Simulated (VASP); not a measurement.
A run of VASP 6.6.1 is set up as follows.

The input POSCAR:

```
HfO2
1.0
   -2.5575000000     -2.5575000000      0.0000000000
    2.5575000000     -2.5575000000      0.0000000000
    0.0000000000      0.0000000000     10.9800000000
Hf O
4 8
Direct
    0.0000000000      0.0000000000      0.8734631148
    0.5000000000      0.5000000000      0.1746926230
    0.0000000000      0.0000000000      0.4076161202
    0.5000000000      0.5000000000      0.6405396175
    0.5000000000      0.0000000000      0.0582308743
    0.0000000000      0.5000000000      0.2911543716
    0.5000000000      0.0000000000      0.5240778689
    0.0000000000      0.5000000000      0.7570013661
    0.5000000000      0.0000000000      0.2911543716
    0.0000000000      0.5000000000      0.5240778689
    0.5000000000      0.0000000000      0.7570013661
    0.0000000000      0.5000000000      0.0582308743
```

The input INCAR.step1:

```
SYSTEM = HfO2
PREC = Accurate
ENCUT = 520
ISMEAR = 0
SIGMA = 0.05
LREAL = .FALSE.
LASPH = .TRUE.
NELM = 60
NBANDS = 56
GGA = PE
ALGO = Normal
EDIFF = 1E-4
LWAVE = .TRUE.
LCHARG = .FALSE.
```

Contents of INCAR.step2:

```
SYSTEM = HfO2
PREC = Accurate
ENCUT = 520
EDIFF = 1E-7
ISMEAR = 0
SIGMA = 0.05
LREAL = .FALSE.
LASPH = .TRUE.
NELM = 60
ALGO = Normal
ISIF = 2
LWAVE = .FALSE.
LCHARG = .FALSE.
METAGGA = R2SCAN
LMIXTAU = .TRUE.
NBANDS = 56
ISTART = 1
```

File KPOINTS:

```
Automatic mesh
0
G
  6 6 3
  0 0 0
```

Potentials or basis: VASP PAW PBE potentials, release 64 (Hf_pv, O).

The run is started by

```sh
$ cat potpaw_PBE.64/Hf_pv/POTCAR potpaw_PBE.64/O/POTCAR > POTCAR
$ cp INCAR.step1 INCAR
$ mpirun -np 1 vasp_std > vasp.out
$ cp INCAR.step2 INCAR
$ mpirun -np 1 vasp_std > vasp.out
```

Q: What does it give for the band gap on the k mesh?

A: 0.14 eV.

Q: Estimate the pressure.

A: -18.1 GPa.

Q: What does it give for the largest force?

A: 4.212 eV/Å.

Forces in eV/Å, atoms in the order of the input:
```
Hf   0.000  0.000  4.212
Hf   0.000  0.000 -3.504
Hf   0.000  0.000 -2.586
Hf   0.000  0.000 -2.287
O    0.000  0.000 -2.203
O    0.000  0.000  1.109
O    0.000  0.000  1.265
O    0.000  0.000  1.911
O    0.000  0.000  1.109
O    0.000  0.000  1.265
O    0.000  0.000  1.911
O    0.000  0.000 -2.203
```

Caveat: the cell differs from its parent crystal (the distance across one plane changed); the stress differs along the axes, from -35 to -10 GPa; semilocal functionals underestimate gaps, and a narrow one can read as zero; the PAW data sets were made with another functional, which shifts forces and pressure a little; spin-orbit coupling is left out, which moves the levels of the heavy elements. A k mesh can miss the band edges.
